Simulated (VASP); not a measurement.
# Ta (Im-3m) in VASP: a series of runs, part 2 of 2

VASP 6.6.1. Earlier steps stand in the parts before.

**4. Single point, PBEsol**

This run uses another cell than the first one, of 14.85 Å³/atom, 0.824 times its volume.

Contents of INCAR:

```
PREC = Accurate
ENCUT = 520
EDIFF = 1E-6
ISMEAR = -1
SIGMA = 0.1
LREAL = False
LASPH = True
NELM = 100
ALGO = Normal
ISIF = 2
LWAVE = False
LCHARG = False
GGA = PS
NBANDS = 12
```

Contents of KPOINTS:

```
regular mesh
0
Gamma
  18 18 18
```

Contents of POSCAR:

```
Ta
1.0
   -1.5482889337      1.5482889337      1.5482889337
    1.5482889337     -1.5482889337      1.5482889337
    1.5482889337      1.5482889337     -1.5482889337
Ta
1
Direct
    0.0000000000      0.0000000000      0.0000000000
```

Potentials or basis: VASP PAW PBE potentials, release 64 (Ta_pv).

Started as:

```
$ cat potpaw_PBE.64/Ta_pv/POTCAR > POTCAR
$ mpirun -np 1 vasp_std > vasp.out
```

OUTCAR:

```text
PREC = Accurate
   ENCUT = 520
   EDIFF = 1E-6
   ISMEAR = -1
   LREAL = False
   LASPH = True
   NELM = 100
   ISIF = 2
   GGA = PS

 ion  position               nearest neighbor table
   1  0.000  0.000  0.000-

  LATTYP: Found a body centered cubic cell.
 ALAT       =     3.0965778674

  Lattice vectors:

 A1 = (  -1.5482889337,   1.5482889337,   1.5482889337)
 A2 = (   1.5482889337,  -1.5482889337,   1.5482889337)
 A3 = (   1.5482889337,   1.5482889337,  -1.5482889337)

Analysis of symmetry for initial positions (statically):
=====================================================================
 Subroutine PRICEL returns:
 Original cell was already a primitive cell.

 Routine SETGRP: Setting up the symmetry group for a
 body centered cubic supercell.

 Subroutine GETGRP returns: Found 48 space group operations
 (whereof 48 operations were pure point group operations)
 out of a pool of 48 trial point group operations.

The static configuration has the point symmetry O_h .

Analysis of symmetry for dynamics (positions and initial velocities):
=====================================================================
 Subroutine PRICEL returns:
 Original cell was already a primitive cell.

 Routine SETGRP: Setting up the symmetry group for a
 body centered cubic supercell.

 Subroutine GETGRP returns: Found 48 space group operations
 (whereof 48 operations were pure point group operations)
 out of a pool of 48 trial point group operations.

The dynamic configuration has the point symmetry O_h .

 Subroutine INISYM returns: Found 48 space group operations
 (whereof 48 operations are pure point group operations),
 and found     1 'primitive' translations

----------------------------------------------------------------------------------------

                                     Primitive cell

  volume of cell :      14.8462

  direct lattice vectors                    reciprocal lattice vectors
    -1.548288934  1.548288934  1.548288934     0.000000000  0.322937140  0.322937140
     1.548288934 -1.548288934  1.548288934     0.322937140  0.000000000  0.322937140
     1.548288934  1.548288934 -1.548288934     0.322937140  0.322937140  0.000000000

  length of vectors
     2.681715098  2.681715098  2.681715098     0.456702083  0.456702083  0.456702083

  position of ions in fractional coordinates (direct lattice)
     0.000000000  0.000000000  0.000000000

  ion indices of the primitive-cell ions
   primitive index   ion index
                 1           1

----------------------------------------------------------------------------------------

 KPOINTS: regular mesh

Automatic generation of k-mesh.
 Grid dimensions read from file:
 generate k-points for:   18   18   18

 Generating k-lattice:

  Cartesian coordinates                     Fractional coordinates (reciprocal lattice)
     0.000000000  0.017940952  0.017940952     0.055555556  0.000000000  0.000000000
     0.017940952  0.000000000  0.017940952     0.000000000  0.055555556  0.000000000
     0.017940952  0.017940952  0.000000000     0.000000000  0.000000000  0.055555556

  Length of vectors
     0.025372338  0.025372338  0.025372338

  Shift w.r.t. Gamma in fractional coordinates (k-lattice)
     0.000000000  0.000000000  0.000000000

 Subroutine IBZKPT returns following result:
 ===========================================

 Found    195 irreducible k-points:

 Following reciprocal coordinates:
            Coordinates               Weight
  0.000000  0.000000  0.000000      1.000000
  0.055556  0.000000  0.000000     12.000000
  0.111111  0.000000  0.000000     12.000000
  0.166667  0.000000  0.000000     12.000000
  0.222222  0.000000  0.000000     12.000000
  0.277778  0.000000  0.000000     12.000000
[... 16 lines left out ...]
  0.333333  0.111111  0.000000     48.000000
  0.388889  0.111111  0.000000     48.000000
 [... further k-points ...]
   k-points           NKPTS =    195   k-points in BZ     NKDIM =    195   number of bands    NBANDS=     12
   number of dos      NEDOS =    301   number of ions     NIONS =      1
   total plane-waves  NPLWV =   8000
   dimension x,y,z NGX =    20 NGY =   20 NGZ =   20
   dimension x,y,z NGXF=    40 NGYF=   40 NGZF=   40
   ions per type =               1
   NGX,Y,Z   is equivalent  to a cutoff of  12.40, 12.40, 12.40 a.u.
   NGXF,Y,Z  is equivalent  to a cutoff of  24.80, 24.80, 24.80 a.u.
 SYSTEM =  unknown system
   PREC   = accura    normal or accurate (medium, high low for compatibility)
   ISTART =      0    job   : 0-new  1-cont  2-samecut
   ICHARG =      2    charge: 1-file 2-atom 10-const
   ISPIN  =      1    spin polarized calculation?
   LNONCOLLINEAR =      F non collinear calculations
   LSORBIT =      F    spin-orbit coupling
   LASPH  =      T    aspherical Exc in radial PAW
   ENCUT  =  520.0 eV  38.22 Ry    6.18 a.u.   4.99  4.99  4.99*2*pi/ulx,y,z
   NELM   =    100;   NELMIN=  2; NELMDL= -5     # of ELM steps
   EDIFF  = 0.1E-05   stopping-criterion for ELM
   LREAL  =      F    real-space projection
   EDIFFG = 0.1E-04   stopping-criterion for IOM
   NSW    =      0    number of steps for IOM
   IBRION =     -1    ionic relax: 0-MD 1-quasi-New 2-CG
   NFREE  =      0    steps in history (QN), initial steepest desc. (CG)
   ISIF   =      2    stress and relaxation
   ISYM   =      2    0-nonsym 1-usesym 2-fastsym
   POTIM  = 0.5000    time-step for ionic-motion
   TEBEG  =    0.0;   TEEND  =   0.0 temperature during run
   PSTRESS=    0.0 pullay stress
   NELECT =      11.0000    total number of electrons
   NUPDOWN=      -1.0000    fix difference up-down
   EMIN   =  10.00;   EMAX   =-10.00  energy-range for DOS
   EFERMI =   0.00;   METHOD = LEGACY
   ISMEAR =    -1;   SIGMA  =   0.10  broadening in eV -4-tet -1-fermi 0-gaus
   EFERMI_NEDOS =   21; number of points for ismear=-14 and -15
   IALGO  =     38    algorithm
   IMIX   =      4    mixing-type and parameters
     AMIX     =   0.40;   BMIX     =  1.00
     AMIX_MAG =   1.60;   BMIX_MAG =  1.00
  volume/ion in A,a.u.               =      14.85       100.19
  Fermi-wavevector in a.u.,A,eV,Ry     =   1.481382  2.799406 29.857883  2.194493
  Thomas-Fermi vector in A             =   2.595299
   LORBIT       =      0    0 simple, 1 ext, 2 COOP (PROOUT), +10 PAW based schemes
   GGA     = PS    functional components
   LHFCALC =     F    Hartree Fock is set to
   AEXX    =    0.0000 exact exchange contribution
   IVDW    =     0    specifies the selected vdW correction
   LEPSILON=     F    determine dielectric tensor
   LRPA    =     F    only Hartree local field effects (RPA)
 non-spin polarized calculation
  energy-cutoff  :      520.00
  volume of cell :       14.85
 maximum number of plane-waves:       418
   NGX =  9   NGY =  9   NGZ =  9

 number of electron      11.0000001 magnetization

 Free energy of the ion-electron system (eV)
  ---------------------------------------------------
  ext. energy  EPLUGINS =         0.00000000
  ---------------------------------------------------
  free energy    TOTEN  =       -12.17904377 eV

  energy without entropy =      -12.14361797  energy(sigma->0) =      -12.16133087

 E-fermi :   6.9962     XC(G=0): -13.7506

 val. band max:        6.9850854031   @ k =  -0.2222   0.2778   0.1111
 cond. band min:       7.0147399533   @ k =   0.3333   0.2222   0.0000
 fundamental gap:      0.0296545502
 Fermi energy:         6.9961943168

 k-point     1 :       0.0000    0.0000    0.0000
  band No.  band energies     occupation
      1     -25.2421      2.00000
      2     -25.2421      2.00000
      3     -25.2421      2.00000
      4      -1.6195      2.00000
      5       7.6555      0.00274
      6       7.6555      0.00274
      7       7.6555      0.00274
      8      11.6592      0.00000
      9      11.6592      0.00000
     10      22.3009      0.00000
     11      22.9584      0.00000
     12      22.9584      0.00000
[... 331 lines left out ...]
 k-point    24 :       0.3889    0.1111    0.0000
  band No.  band energies     occupation
      1     -27.2807      2.00000
      2     -25.9887      2.00000
      3     -25.3644      2.00000
      4       2.1867      2.00000
      5       4.9508      2.00000
      6       8.3807      0.00000
      7      11.5078      0.00000
      8      13.2291      0.00000
      9      16.9510      0.00000
     10      21.0210      0.00000
     11      21.8992      0.00000
     12      22.4560      0.00000

 [... further k-points ...]

------------------------ aborting loop because EDIFF is reached ----------------------------------------

  FORCE on cell =-STRESS in cart. coord.  units (eV):
  Direction    XX          YY          ZZ          XY          YZ          ZX
  --------------------------------------------------------------------------------------
  -------------------------------------------------------------------------------------
  Total        4.7267305      4.7267305      4.7267305      0.0000000     -0.0000000      0.0000000
  in kB      510.1000964    510.1000964    510.1000964      0.0000000     -0.0000000      0.0000000
  external PRESSURE =     510.1000964 kB  Pullay stress =       0.0000000 kB

 VOLUME and BASIS-vectors are now :
 -----------------------------------------------------------------------------
  energy-cutoff  :      520.00
  volume of cell :       14.85
      direct lattice vectors                 reciprocal lattice vectors
    -1.548288934  1.548288934  1.548288934     0.000000000  0.322937140  0.322937140
     1.548288934 -1.548288934  1.548288934     0.322937140  0.000000000  0.322937140
     1.548288934  1.548288934 -1.548288934     0.322937140  0.322937140  0.000000000

 POSITION                                       TOTAL-FORCE (eV/Angst)
 -----------------------------------------------------------------------------------
      0.00000      0.00000      0.00000        -0.000000      0.000000     -0.000000
 -----------------------------------------------------------------------------------
    total drift:                                0.000000      0.000000      0.000000

  FREE ENERGIE OF THE ION-ELECTRON SYSTEM (eV)
  ---------------------------------------------------
  free  energy   TOTEN  =       -12.1790437696 eV

  energy  without entropy=      -12.1436179728  energy(sigma->0) =      -12.16133087
```

OSZICAR:

```text
N       E                     dE             d eps       ncg     rms          rms(c)
DAV:   1     0.610141993474E+02    0.61014E+02   -0.61294E+03  4696   0.907E+02
DAV:   2    -0.116226357329E+02   -0.72637E+02   -0.70716E+02  5192   0.253E+02
DAV:   3    -0.125635988813E+02   -0.94096E+00   -0.93489E+00  5604   0.268E+01
DAV:   4    -0.125653750489E+02   -0.17762E-02   -0.17761E-02  4996   0.130E+00
DAV:   5    -0.125653788962E+02   -0.38473E-05   -0.38470E-05  5480   0.577E-02    0.194E+01
DAV:   6    -0.122832080207E+02    0.28217E+00   -0.19058E-01  5396   0.474E+00    0.102E+01
DAV:   7    -0.121806965697E+02    0.10251E+00   -0.18868E-01  5340   0.453E+00    0.440E-01
DAV:   8    -0.121790566842E+02    0.16399E-02   -0.43066E-03  4868   0.700E-01    0.776E-02
DAV:   9    -0.121790452436E+02    0.11441E-04   -0.43607E-05  5412   0.771E-02    0.247E-02
DAV:  10    -0.121790439093E+02    0.13343E-05   -0.17812E-06  4700   0.153E-02    0.374E-03
DAV:  11    -0.121790437696E+02    0.13970E-06   -0.37087E-08  2592   0.211E-03
   1 F= -.12179044E+02 E0= -.12161331E+02  d E =-.354258E-01
```

Run time: 17 s. Hardware: 1 thread of Intel Xeon Platinum 8488C (Sapphire Rapids), shared host; peak memory 0.15 GiB.

What came out:

- Free energy: -12.1790 eV
- Pressure: 51.0 GPa

Caveat: the PAW data sets were made with another functional, which shifts forces and pressure a little; spin-orbit coupling is left out, which moves the levels of the heavy elements.

**5. Single point, PBEsol**

This run uses another cell than the first one, of 16.23 Å³/atom, 0.901 times its volume.

Contents of INCAR:

```
SYSTEM = Ta
PREC = Accurate
ENCUT = 520
EDIFF = 1E-7
ISMEAR = -1
SIGMA = 0.1
LREAL = .FALSE.
LASPH = .TRUE.
NELM = 60
ALGO = Normal
ISIF = 2
LWAVE = .FALSE.
LCHARG = .TRUE.
GGA = PS
LELF = .TRUE.
LVHAR = .TRUE.
NBANDS = 12
```

Contents of KPOINTS:

```
Automatic mesh
0
G
  18 18 18
  0 0 0
```

Contents of POSCAR:

```
Ta
1.0
   -1.5948139770      1.5948139770      1.5948139770
    1.5948139770     -1.5948139770      1.5948139770
    1.5948139770      1.5948139770     -1.5948139770
Ta
1
Direct
    0.0000000000      0.0000000000      0.0000000000
```

Started as:

```
$ cat potpaw_PBE.64/Ta_pv/POTCAR > POTCAR
$ mpirun -np 1 vasp_std > vasp.out
```

Wall time 20 s (1 thread of Intel Xeon Platinum 8488C (Sapphire Rapids), shared host); peak memory 0.17 GiB.

The run converged. Its results:

| Property | Result |
| --- | --- |
| Free energy | -12.4821 eV |
| Pressure | 21.2 GPa |

Levels at points of the mesh, in eV from the Fermi level:
| k point | band 3 | band 4 | band 5 | band 6 | band 7 | band 8 | band 9 | band 10 |
| --- | --- | --- | --- | --- | --- | --- | --- | --- |
| (0.00, 0.00, 0.00) | -32.60 | -8.32 | 0.70 | 0.70 | 0.70 | 4.36 | 4.36 | 15.53 |
| (0.50, 0.00, 0.00) | -32.62 | -4.89 | -1.90 | 2.16 | 4.32 | 5.48 | 8.89 | 12.45 |
| (0.50, 0.50, 0.50) | -33.74 | -4.49 | -4.49 | 7.73 | 7.73 | 7.73 | 9.68 | 9.68 |

Caveat: the PAW data sets were made with another functional, which shifts forces and pressure a little; spin-orbit coupling is left out, which moves the levels of the heavy elements.

**6. Single point, PBEsol**

This run uses another cell than the first one, of 16.23 Å³/atom, 0.901 times its volume.

Contents of INCAR:

```
PREC     = Accurate       # precision mode
ENCUT    = 520            # plane-wave cutoff, eV
EDIFF    = 1E-7           # SCF threshold, eV
ISMEAR   = -1             # smearing method
SIGMA    = 0.1            # smearing width, eV
LREAL    = False          # projectors in reciprocal space
LASPH    = True           # aspherical terms in the spheres
NELM     = 60             # most SCF steps
ALGO     = Normal         # electronic algorithm
ISIF     = 2              # what is computed and relaxed
LWAVE    = False          # write WAVECAR
LCHARG   = False          # write CHGCAR
GGA      = PS             # functional
NBANDS   = 12             # bands
```

Contents of KPOINTS:

```
regular mesh
0
Gamma
  18 18 18
```

POSCAR is that of step 5.

Potentials or basis: VASP PAW PBE potentials, release 64 (Ta_pv).

Started as:

```
$ cat potpaw_PBE.64/Ta_pv/POTCAR > POTCAR
$ mpirun -np 1 vasp_std > vasp.out
```

Wall time 19 s (1 thread of Intel Xeon Platinum 8488C (Sapphire Rapids), shared host); peak memory 0.17 GiB.

It converged, with:

| Quantity | Value |
| --- | --- |
| Free energy | -12.4821 eV |
| Pressure | 21.2 GPa |

Levels at points of the mesh, in eV from the Fermi level:
| k point | band 3 | band 4 | band 5 | band 6 | band 7 | band 8 | band 9 | band 10 |
| --- | --- | --- | --- | --- | --- | --- | --- | --- |
| (0.00, 0.00, 0.00) | -32.60 | -8.32 | 0.70 | 0.70 | 0.70 | 4.36 | 4.36 | 15.53 |
| (0.50, 0.00, 0.00) | -32.62 | -4.89 | -1.90 | 2.16 | 4.32 | 5.48 | 8.89 | 12.45 |
| (0.50, 0.50, 0.50) | -33.74 | -4.49 | -4.49 | 7.73 | 7.73 | 7.73 | 9.68 | 9.68 |

Caveat: the PAW data sets were made with another functional, which shifts forces and pressure a little; spin-orbit coupling is left out, which moves the levels of the heavy elements.

**7. Summary**

```csv
task,cell,k mesh,cutoff (eV),smearing,gap on the mesh (eV),pressure (GPa)
relaxation of cell and atoms,"relaxed to 20.8 GPa from a = 2.860 Å, angles 109.5°, 1 atom",8 × 8 × 8,600,gaussian 0.1 eV,none,20.8
relaxation of cell and atoms,"relaxed to 50.2 GPa from a = 2.860 Å, angles 109.5°, 1 atom",8 × 8 × 8,600,gaussian 0.1 eV,none,50.2
single point,"a = 2.682 Å, angles 109.5°, 1 atom",18 × 18 × 18,520,fermi-dirac 0.1 eV,none,51.0
single point,"a = 2.762 Å, angles 109.5°, 1 atom",18 × 18 × 18,520,fermi-dirac 0.1 eV,none,21.2
```

Alike in all rows: level PBEsol; potentials or basis VASP PAW PBE potentials, release 64 (Ta_pv); no spin polarisation.

Caveats: the PAW data sets were made with another functional, which shifts forces and pressure a little; spin-orbit coupling is left out, which moves the levels of the heavy elements; the cell is relaxed towards a set pressure, so the enthalpy falls and the energy may rise (some runs); the volume moved by over 15 % at a fixed basis, so the end points are rough (some runs).

Absolute energies hang on the potentials; compare differences alone.
